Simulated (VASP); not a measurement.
Set up this calculation in VASP 6.6.1, as the native input.

```yaml
Task: single point
Functional: LDA
Potentials_or_basis: VASP PAW LDA potentials, release 64 (As)
Cutoff: 520 eV
k_mesh: 9 × 9 × 1
Occupations: gaussian, width 0.02 eV
Spin: no spin polarisation
Dipole_correction: yes
Further_INCAR_settings: ALGO = Normal; EDIFF = 1e-06; NBANDS = 12
```

The structure of As lies in POSCAR:

```
As
1.0
    3.5200000000      0.0000000000      0.0000000000
   -1.7600000000      3.0484094213      0.0000000000
    0.0000000000      0.0000000000     28.0000000000
As
2
Direct
    0.3333333333      0.6666666667      0.5370000000
    0.6666666667      0.3333333333      0.4630000000
```

One way to write it, as run:

INCAR

```
SYSTEM = As
PREC     = Accurate       ! precision mode
ENCUT    = 520            ! plane-wave cutoff, eV
EDIFF    = 1E-6           ! SCF threshold, eV
ISMEAR   = 0              ! smearing method
SIGMA    = 0.02           ! smearing width, eV
LREAL    = .False.        ! projectors in reciprocal space
LASPH    = .True.         ! aspherical terms in the spheres
NELM     = 100            ! most SCF steps
ALGO     = Normal         ! electronic algorithm
ISIF     = 2              ! what is computed and relaxed
LWAVE    = .False.        ! write WAVECAR
LCHARG   = .False.        ! write CHGCAR
LDIPOL   = .True.       
IDIPOL   = 3            
DIPOL    = 0.5 0.5 0.500
GGA      = CA             ! functional
NBANDS   = 12             ! bands
```

KPOINTS

```
Automatic mesh
0
Gamma
  9 9 1
  0 0 0
```

Potentials or basis: VASP PAW LDA potentials, release 64 (As).

Launch:

```bash
$ cat potpaw_LDA.64/As/POTCAR > POTCAR
$ mpirun -np 1 vasp_std > vasp.out
```

It gave:

```json
{"Largest force": "3.392 eV/Å", "Band gap on the k mesh": "zero (band 5 reaches -1.82 eV, above the bottom of band 6 at -3.58 eV)"}
```

Wall time 54 s on 1 thread of Intel(R) Xeon(R) Platinum 8488C (Sapphire Rapids), with other jobs on the host, peak memory 0.3 GiB.
